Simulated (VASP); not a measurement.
**HfZrS3: single point with PBE**

Crystal: HfZrS3.

```
Zr Hf S
1.0
    -2.29776    3.37356    4.04050
     2.29776   -3.37356    4.04050
     2.29776    3.37356   -4.04050
Zr Hf S
1 1 3
Direct
  0.50000 0.50000 0.00000
  0.00000 0.50000 0.50000
  0.81714 0.81714 0.00000
  0.18286 0.18286 0.00000
  0.50000 0.00000 0.50000
```

| Quantity | Value |
| --- | --- |
| Program | VASP 6.6.1 |
| Task | single point |
| Functional | PBE |
| Potentials or basis | VASP PAW PBE potentials, release 64 (Zr_sv, Hf_pv, S) |
| Cutoff | 520 eV |
| k mesh | 10 × 10 × 10 |
| Occupations | gaussian, width 0.1 eV |
| Spin | no spin polarisation |
| Dipole correction | no |
| Further INCAR settings | ALGO = Normal; EDIFF = 1e-07; NBANDS = 28 |

```json
{
  "Pressure": "-0.2 GPa",
  "Largest force": "0.037 eV/Å",
  "Band gap on the k mesh": "zero (band 20 reaches 4.50 eV, above the bottom of band 21 at 3.97 eV)"
}
```

Forces in eV/Å, atoms in the order of the input:
```
Zr   0.000  0.000  0.000
Hf   0.000  0.000  0.000
S    0.000  0.000  0.037
S    0.000  0.000 -0.037
S    0.000  0.000  0.000
```

Stress tensor (GPa, compression positive):
```
-0.37  0.00  0.00
 0.00 -0.11  0.00
 0.00  0.00 -0.17
```

Levels at points of the mesh, in eV from the Fermi level:
```tsv
k point	band 17	band 18	band 19	band 20	band 21	band 22	band 23	band 24
(0.00, 0.00, 0.00)	-1.88	-1.52	-1.01	-0.46	-0.31	0.59	0.79	2.03
(0.50, 0.00, 0.00)	-1.86	-1.55	-1.26	0.22	0.33	0.61	1.02	1.03
(0.00, 0.50, 0.00)	-2.54	-1.85	-1.83	-1.33	0.22	1.09	1.92	2.50
(0.50, 0.50, 0.00)	-1.80	-1.64	-1.31	-0.16	0.10	0.66	0.80	2.12
(0.50, 0.50, 0.50)	-1.34	-1.17	-0.79	-0.43	-0.02	0.24	0.43	0.60
```

It took 28 min on 1 thread of AMD EPYC 7571, on a shared host, peak memory 0.71 GiB.

Caveat: spin-orbit coupling is left out, which moves the levels of the heavy elements.
